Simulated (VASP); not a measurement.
Input of a VASP 6.6.1 run:

Contents of INCAR:

```
  PREC = Accurate
  ENCUT = 520
  EDIFF = 1E-6
  ISMEAR = -1
  SIGMA = 0.05
  LREAL = False
  LASPH = True
  NELM = 100
  ALGO = Normal
  ISIF = 2
  LWAVE = False
  LCHARG = False
  GGA = PS
  NBANDS = 26
```

The input KPOINTS:

```
Automatic mesh
0
Gamma
  9 9 9
```

POSCAR

```
NbP
1.0
   -1.6749232544      1.6749232544      5.7975092577
    1.6749232544     -1.6749232544      5.7975092577
    1.6749232544      1.6749232544     -5.7975092577
Nb P
2 2
Direct
    0.2498808000      0.7498808000      0.5000000000
    0.4998808000      0.4998808000      0.0000000000
    0.8327477700      0.3327477700      0.5000000000
    0.0827477700      0.0827477700      0.0000000000
```

Potentials or basis: VASP PAW PBE potentials, release 64 (Nb_sv, P).

Command:

```sh
$ cat potpaw_PBE.64/Nb_sv/POTCAR potpaw_PBE.64/P/POTCAR > POTCAR
$ mpirun -np 1 vasp_std > vasp.out
```

(1) Predict the largest force.

(2) What does it give for the band gap on the k mesh?

(3) What does it give for the pressure?

Results:

(1) 0.047 eV/Å.

(2) zero (band 18 reaches 10.43 eV, above the bottom of band 19 at 10.30 eV).

(3) -8.1 GPa.

Caveat: the PAW data sets were made with another functional, which shifts forces and pressure a little.
